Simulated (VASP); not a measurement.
# NiSb (P6_3/mmc) in VASP: further runs, part 2 of 2

VASP 6.6.1. The steps go on from the part before.

**3. Relaxation of cell and atoms, PBEsol, target pressure 10 GPa, at which the enthalpy is minimised**

This run uses another cell than the first one, of 15.75 Å³/atom, 1.054 times its volume.

File INCAR:

```
SYSTEM = NiSb
ALGO     = Normal         ! electronic algorithm
EDIFF    = 1E-6           ! SCF threshold, eV
EDIFFG   = -0.008         ! ionic threshold
ENCUT    = 600            ! plane-wave cutoff, eV
GGA      = PS             ! functional
IBRION   = 2              ! ionic algorithm
ISIF     = 3              ! what is computed and relaxed
ISMEAR   = 0              ! smearing method
LASPH    = .True.         ! aspherical terms in the spheres
LCHARG   = .False.        ! write CHGCAR
LREAL    = .False.        ! projectors in reciprocal space
LWAVE    = .False.        ! write WAVECAR
NELM     = 100            ! most SCF steps
NSW      = 70             ! ionic steps
PREC     = Accurate       ! precision mode
PSTRESS  = 100.0        
SIGMA    = 0.1            ! smearing width, eV
```

File KPOINTS:

```
k-points
0
Gamma
  12 12 8
  0 0 0
```

File POSCAR:

```
NiSb
1.0
    3.8300354038      0.0000000000      0.0000000000
   -1.9150177019      3.3169079571      0.0000000000
    0.0000000000      0.0000000000      4.9584884555
Ni Sb
2 2
Direct
    0.0000000000      0.0000000000      0.0000000000
    0.0000000000      0.0000000000      0.5000000000
    0.3333333333      0.6666666667      0.2500000000
    0.6666666667      0.3333333333      0.7500000000
```

Potentials or basis: VASP PAW PBE potentials, release 64 (Ni, Sb).

Started as:

```bash
$ cat potpaw_PBE.64/Ni/POTCAR potpaw_PBE.64/Sb/POTCAR > POTCAR
$ mpirun -np 1 vasp_std > vasp.out
```

OUTCAR:

```text
SYSTEM = NiSb
   EDIFF = 1E-6
   EDIFFG = -0.008
   ENCUT = 600
   GGA = PS
   IBRION = 2
   ISIF = 3
   ISMEAR = 0
   LASPH = .True.
   LREAL = .False.
   NELM = 100
   NSW = 70
   PREC = Accurate
   PSTRESS = 100.0

 ion  position               nearest neighbor table
   1  0.000  0.000  0.000-   2 2.48   2 2.48   4 2.54   3 2.54   4 2.54   3 2.54   4 2.54   3 2.54

   2  0.000  0.000  0.500-   1 2.48   1 2.48   4 2.54   3 2.54   4 2.54   3 2.54   4 2.54   3 2.54

   3  0.333  0.667  0.250-   1 2.54   2 2.54   1 2.54   2 2.54   1 2.54   2 2.54   4 3.32   4 3.32
                             4 3.32   4 3.32   4 3.32   4 3.32
   4  0.667  0.333  0.750-   1 2.54   2 2.54   1 2.54   2 2.54   1 2.54   2 2.54   3 3.32   3 3.32
                             3 3.32   3 3.32   3 3.32   3 3.32

  LATTYP: Found a hexagonal cell.
 ALAT       =     3.8300354038
 C/A-ratio  =     1.2946325380
[... 390 lines left out ...]

 number of electron      29.9999977 magnetization

 Free energy of the ion-electron system (eV)
  ---------------------------------------------------
  ext. energy  EPLUGINS =         0.00000000
  ---------------------------------------------------
  free energy    TOTEN  =       -22.56032530 eV

  energy without entropy =      -22.55160646  energy(sigma->0) =      -22.55596588

 E-fermi :  11.1912     XC(G=0): -12.0676

 val. band max:       11.1781216772   @ k =   0.1667   0.1667   0.3750
 cond. band min:      11.2084929184   @ k =   0.4167   0.0000   0.1250
 fundamental gap:      0.0303712412
 Fermi energy:        11.1911906619

 k-point     1 :       0.0000    0.0000    0.0000
  band No.  band energies     occupation
      1      -2.5785      2.00000
      2       2.5982      2.00000
      3       4.3499      2.00000
      4       6.7498      2.00000
      5       6.7498      2.00000
      6       7.5465      2.00000
[... 505 lines left out ...]
      6       7.5438      2.00000
[... 11 lines left out ...]
     18      14.6832      0.00000
     19      15.1828      0.00000

 [... further k-points ...]
[... 5 lines left out ...]
  --------------------------------------------------------------------------------------
  -------------------------------------------------------------------------------------
  Total        3.9095652      3.9095652      3.9620961     -0.0000000      0.0000000      0.0000000
  in kB       99.2647988     99.2647988    100.5985725     -0.0000000      0.0000000      0.0000000
  external PRESSURE =      -0.2906100 kB  Pullay stress =     100.0000000 kB
[... 23 lines left out ...]
  energy  without entropy=      -22.5516064605  energy(sigma->0) =      -22.55596588

  enthalpy is  TOTEN    =       -18.6218040824 eV   P V=        3.9385212151

 reached required accuracy - stopping structural energy minimisation
```

OSZICAR:

```text
N       E                     dE             d eps       ncg     rms          rms(c)
DAV:   1     0.180971101541E+03    0.18097E+03   -0.13914E+04  3610   0.185E+03
DAV:   2    -0.140342685757E+02   -0.19501E+03   -0.18970E+03  3631   0.345E+02
DAV:   3    -0.240256509151E+02   -0.99914E+01   -0.96913E+01  4148   0.971E+01
[... 107 lines left out ...]
       N       E                     dE             d eps       ncg     rms          rms(c)
DAV:   1    -0.225603257720E+02    0.13972E-03   -0.81959E-06  3505   0.497E-02    0.742E-03
DAV:   2    -0.225603267640E+02   -0.99191E-06   -0.12926E-05  3798   0.718E-02    0.978E-03
DAV:   3    -0.225603252814E+02    0.14825E-05   -0.54578E-06  3145   0.481E-02    0.130E-03
DAV:   4    -0.225603252975E+02   -0.16080E-07   -0.19724E-07  1811   0.346E-03
  15 F= -.18621804E+02 E0= -.18617445E+02  d E =-.195282E-05
```

CONTCAR:

```text
NiSb
   1.00000000000000
     3.8318721785525445    0.0000000000000000    0.0000000000000000
    -1.9159360892762722    3.3184986506973209   -0.0000000000000000
    -0.0000000000000000    0.0000000000000000    4.9623925079233278
  Ni              Sb
     2     2
Direct
     0.0000000000000000    0.0000000000000000    0.0000000000000000
     0.0000000000000000    0.0000000000000000    0.5000000000000000
     0.3333333332999970    0.6666666667000030    0.2500000000000000
     0.6666666667000030    0.3333333332999970    0.7500000000000000

  0.00000000E+00  0.00000000E+00  0.00000000E+00
  0.00000000E+00  0.00000000E+00  0.00000000E+00
  0.00000000E+00  0.00000000E+00  0.00000000E+00
  0.00000000E+00  0.00000000E+00  0.00000000E+00
```

It took 11 min on 1 thread of Intel Xeon Platinum 8259CL at 2.50GHz (Skylake/Cascade Lake), shared host; peak memory 0.3 GiB.

Results:

```
Free energy                                            : -22.5603 eV
Relaxed volume                                         : 15.78 Å³/atom
Relaxed cell                                           : a = 3.832 Å, b = 3.832 Å, c = 4.962 Å, α = 90.00°, β = 90.00°, γ = 120.00°
Space group after relaxing (to 0.05 Å)                 : P6_3/mmc (No. 194)
Energy change on relaxing (the enthalpy is what falls) : -1.7 meV/atom
Ionic steps                                            : 15
Pressure after relaxing                                : 10.0 GPa
Band gap on the k mesh                                 : zero (band 15 reaches 13.41 eV, above the bottom of band 16 at 9.69 eV)
```

Stress tensor (GPa, compression positive):
```
 9.93  0.00  0.00
 0.00  9.93  0.00
 0.00  0.00 10.06
```

Step by step:
```tsv
step	energy change (eV)	largest force (eV/Å)	pressure (GPa)	volume (Å³)
1	0.0000	0.0000	10.38	62.99
2	-0.0211	0.0000	9.34	63.34
3	-0.0068	0.0000	10.00	63.10
4	-0.0072	0.0000	10.03	63.11
5	-0.0142	0.0000	9.74	63.22
6	-0.0081	0.0000	9.79	63.12
7	-0.0073	0.0000	9.86	63.11
8	-0.0004	0.0000	10.13	63.00
9	-0.0031	0.0000	10.17	63.04
10	-0.0051	0.0000	10.13	63.07
11	-0.0062	0.0000	10.05	63.09
12	-0.0065	0.0000	10.04	63.09
13	-0.0069	0.0000	10.04	63.10
14	-0.0071	0.0000	10.01	63.10
15	-0.0070	0.0000	9.97	63.10
```

Final structure:
```yaml
crystal:
  lattice:
    - [3.83187, 0.00000, 0.00000]
    - [-1.91594, 3.31850, 0.00000]
    - [0.00000, 0.00000, 4.96239]
  atoms:
    - { symbol: Ni, position: [0.00000, 0.00000, 0.00000] }
    - { symbol: Ni, position: [0.00000, 0.00000, 0.50000] }
    - { symbol: Sb, position: [0.33333, 0.66667, 0.25000] }
    - { symbol: Sb, position: [0.66667, 0.33333, 0.75000] }
```

Levels at points of the mesh, in eV from the Fermi level:
```tsv
k point	band 12	band 13	band 14	band 15	band 16	band 17	band 18	band 19
(0.00, 0.00, 0.00)	-1.54	-0.05	0.56	0.56	2.64	2.64	3.09	4.43
(0.50, 0.00, 0.00)	-2.17	-1.85	-1.61	-1.52	-0.27	1.23	3.40	4.37
(0.00, 0.00, 0.50)	-2.43	0.51	0.51	2.22	2.22	2.22	2.22	5.38
(0.50, 0.00, 0.50)	-2.24	-2.10	-2.10	0.11	0.11	1.90	1.90	5.48
```

Caveat: the cell is relaxed towards a set pressure, so the enthalpy falls and the energy may rise; the PAW data sets were made with another functional, which shifts forces and pressure a little; spin-orbit coupling is left out, which moves the levels of the heavy elements. Spin polarisation is off, so any magnetic state and its effect on volume and gap are missing.
